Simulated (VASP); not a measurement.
# TiO2 (I4_1/amd) in VASP: a series of runs, part 2 of 2

VASP 6.6.1. Earlier steps stand in the parts before.

**4. Single point, PBE+U**

This run uses another cell than the first one, of 12.00 Å³/atom.

Input file INCAR:

```
SYSTEM = TiO2
PREC     = Accurate       ! precision mode
ENCUT    = 520            ! plane-wave cutoff, eV
EDIFF    = 1E-6           ! SCF threshold, eV
ISMEAR   = 0              ! smearing method
SIGMA    = 0.05           ! smearing width, eV
LREAL    = .FALSE.        ! projectors in reciprocal space
LASPH    = .TRUE.         ! aspherical terms in the spheres
NELM     = 150            ! most SCF steps
ALGO     = Normal         ! electronic algorithm
ISIF     = 2              ! what is computed and relaxed
LWAVE    = .FALSE.        ! write WAVECAR
LCHARG   = .FALSE.        ! write CHGCAR
LMAXMIX  = 4              ! l up to which the mixer works
LDAU     = .TRUE.         ! DFT+U
LDAUTYPE = 2            
LDAUL    = 2 -1           ! shell
LDAUU    = 4 0            ! U, eV
LDAUJ    = 0 0          
LDAUPRINT= 1            
GGA      = PE             ! functional
NBANDS   = 33             ! bands
```

Input file KPOINTS:

```
regular mesh
0
G
  8 8 8
  0 0 0
```

Input file POSCAR:

```
TiO2
1.0
   -1.9722500000      1.9722500000      4.6291000000
    1.9722500000     -1.9722500000      4.6291000000
    1.9722500000      1.9722500000     -4.6291000000
Ti O
2 4
Direct
    0.0000000000      0.0000000000      0.0000000000
    0.7500000000      0.2500000000      0.5000000000
    0.2052277854      0.2052277854      0.0000000000
    0.9552277854      0.4552277854      0.5000000000
    0.5447722146      0.0447722146      0.5000000000
    0.7947722146      0.7947722146      0.0000000000
```

Potentials or basis: VASP PAW PBE potentials, release 64 (Ti_sv, O).

On the command line:

```
$ cat potpaw_PBE.64/Ti_sv/POTCAR potpaw_PBE.64/O/POTCAR > POTCAR
$ mpirun -np 1 vasp_std > vasp.out
```

OUTCAR:

```text
SYSTEM = TiO2
   PREC = Accurate
   ENCUT = 520
   EDIFF = 1E-6
   ISMEAR = 0
   LREAL = .FALSE.
   LASPH = .TRUE.
   NELM = 150
   ISIF = 2
   GGA = PE

 ion  position               nearest neighbor table
   1  0.000  0.000  0.000-   3 1.90   6 1.90   4 2.02   5 2.02   5 2.02   4 2.02
   2  0.750  0.250  0.500-   4 1.90   5 1.90   6 2.02   3 2.02   6 2.02   3 2.02
   3  0.205  0.205  0.000-   1 1.90   2 2.02   2 2.02
   4  0.955  0.455  0.500-   2 1.90   1 2.02   1 2.02
   5  0.545  0.045  0.500-   2 1.90   1 2.02   1 2.02
   6  0.795  0.795  0.000-   1 1.90   2 2.02   2 2.02

[... 1142 lines left out ...]
  -------------------------------------------------------------------------------------
  Total       -1.2846411     -1.2846411      9.7298175      0.0000000     -0.0000000      0.0000000
  in kB      -28.5766890    -28.5766890    216.4386394      0.0000000     -0.0000000      0.0000000
  external PRESSURE =      53.0950871 kB  Pullay stress =       0.0000000 kB

 VOLUME and BASIS-vectors are now :
 -----------------------------------------------------------------------------
  energy-cutoff  :      520.00
  volume of cell :       72.02
      direct lattice vectors                 reciprocal lattice vectors
    -1.972250000  1.972250000  4.629100000     0.000000000  0.253517556  0.108012357
     1.972250000 -1.972250000  4.629100000     0.253517556  0.000000000  0.108012357
     1.972250000  1.972250000 -4.629100000     0.253517556  0.253517556  0.000000000

 POSITION                                       TOTAL-FORCE (eV/Angst)
 -----------------------------------------------------------------------------------
      0.00000      0.00000      0.00000         0.000000      0.000000     -0.000000
     -0.00000      1.97225      2.31455         0.000000      0.000000      0.000000
      0.00000      0.00000      1.90004        -0.000000      0.000000      1.413964
      0.00000      1.97225      4.21459         0.000000     -0.000000      1.413964
      0.00000      1.97225      0.41451         0.000000     -0.000000     -1.413964
      0.00000      0.00000      7.35816        -0.000000      0.000000     -1.413964
 -----------------------------------------------------------------------------------
    total drift:                                0.000000      0.000000     -0.000000

  FREE ENERGIE OF THE ION-ELECTRON SYSTEM (eV)
  ---------------------------------------------------
  free  energy   TOTEN  =       -48.2306961429 eV

  energy  without entropy=      -48.2306961429  energy(sigma->0) =      -48.23069614
```

OSZICAR:

```text
N       E                     dE             d eps       ncg     rms          rms(c)
DAV:   1     0.670555528859E+03    0.67056E+03   -0.24097E+04  3894   0.167E+03
DAV:   2     0.283349450939E+02   -0.64222E+03   -0.60098E+03  4456   0.506E+02
DAV:   3    -0.624742990931E+02   -0.90809E+02   -0.89617E+02  5310   0.188E+02
DAV:   4    -0.673951199343E+02   -0.49208E+01   -0.49083E+01  5938   0.420E+01
DAV:   5    -0.675895565544E+02   -0.19444E+00   -0.19440E+00  5041   0.636E+00    0.316E+01
DAV:   6    -0.477064024670E+02    0.19883E+02   -0.83970E+01  5274   0.898E+01    0.928E+00
DAV:   7    -0.483141971374E+02   -0.60779E+00   -0.13311E+01  5201   0.251E+01    0.783E+00
DAV:   8    -0.482114088156E+02    0.10279E+00   -0.60494E-01  5677   0.636E+00    0.507E+00
DAV:   9    -0.482223447691E+02   -0.10936E-01   -0.47865E-01  5004   0.575E+00    0.884E-01
DAV:  10    -0.482349083414E+02   -0.12564E-01   -0.63380E-02  6030   0.171E+00    0.691E-01
DAV:  11    -0.482310419914E+02    0.38664E-02   -0.11754E-02  4665   0.127E+00    0.184E-01
DAV:  12    -0.482307378775E+02    0.30411E-03   -0.24008E-03  5354   0.296E-01    0.955E-02
DAV:  13    -0.482307158706E+02    0.22007E-04   -0.65413E-04  4874   0.177E-01    0.409E-02
DAV:  14    -0.482307004204E+02    0.15450E-04   -0.17919E-04  5133   0.122E-01    0.258E-02
DAV:  15    -0.482306956539E+02    0.47665E-05   -0.22872E-05  4856   0.547E-02    0.216E-03
DAV:  16    -0.482306961429E+02   -0.48908E-06   -0.21827E-06  3828   0.100E-02
   1 F= -.48230696E+02 E0= -.48230696E+02  d E =-.221176E-14
```

Run time: 3.5 min. Hardware: 1 thread of Intel Xeon Platinum 8488C (Sapphire Rapids), shared host; peak memory 0.3 GiB.

Results:

```yaml
Free_energy: -48.2307 eV
Pressure: 5.3 GPa
Largest_force: 1.414 eV/Å
Band_gap_on_the_k_mesh: 2.68 eV (least direct gap 2.94 eV)
```

Forces on the atoms (eV/Å):
```
Ti   0.000  0.000  0.000
Ti   0.000  0.000  0.000
O    0.000  0.000  1.414
O    0.000  0.000  1.414
O    0.000  0.000 -1.414
O    0.000  0.000 -1.414
```

Levels at points of the mesh, in eV from the valence-band top:
```csv
k point,band 21,band 22,band 23,band 24,band 25,band 26,band 27,band 28
"(0.00, 0.00, 0.00)",-0.42,-0.42,-0.34,-0.34,2.68,3.58,4.46,4.46
"(0.50, 0.00, 0.00)",-1.60,-0.73,-0.62,-0.42,3.65,4.00,4.02,4.19
"(0.50, 0.50, 0.00)",-1.61,-1.61,-0.01,-0.01,3.93,3.93,4.28,4.28
"(0.50, 0.50, 0.50)",-0.96,-0.96,-0.08,-0.08,3.11,3.11,4.36,4.36
```

Eigenvalues of the final occupation matrices:
| site | spin | trace | eigenvalues |
| --- | --- | --- | --- |
| site 1 d | 1 | 0.80 | 0.09 0.11 0.11 0.22 0.29 |
| site 1 d | 2 | 0.80 | 0.09 0.11 0.11 0.22 0.29 |
| site 2 d | 1 | 0.80 | 0.09 0.11 0.11 0.22 0.29 |
| site 2 d | 2 | 0.80 | 0.09 0.11 0.11 0.22 0.29 |

Caveat: the cell stands under pressure; forces of over 1 eV/Å act on the atoms, so gaps and moduli don't describe the material at rest. A k mesh can miss the band edges.

**5. Summary**

```tsv
cell	gap on the mesh (eV)	pressure (GPa)	largest force (eV/Å)
a = 5.494 Å, angles 138.6, 138.6, 59.9°, 6 atoms	2.67	3.9	0.71
a = 5.891 Å, angles 143.5, 143.5, 52.6°, 6 atoms	2.75	5.1	0.91
a = 5.404 Å, angles 137.2, 137.2, 62.1°, 6 atoms	2.68	5.3	1.41
```

Alike in all rows: task single point; level PBE+U; potentials or basis VASP PAW PBE potentials, release 64 (Ti_sv, O); no spin polarisation; Ti d U = 4.0 eV; k mesh 8 × 8 × 8; cutoff (eV) 520; smearing gaussian 0.05 eV.

Caveats: the cell stands under pressure; forces of over 1 eV/Å act on the atoms, so gaps and moduli don't describe the material at rest (at least some runs).

Absolute energies hang on the potentials; compare differences alone.
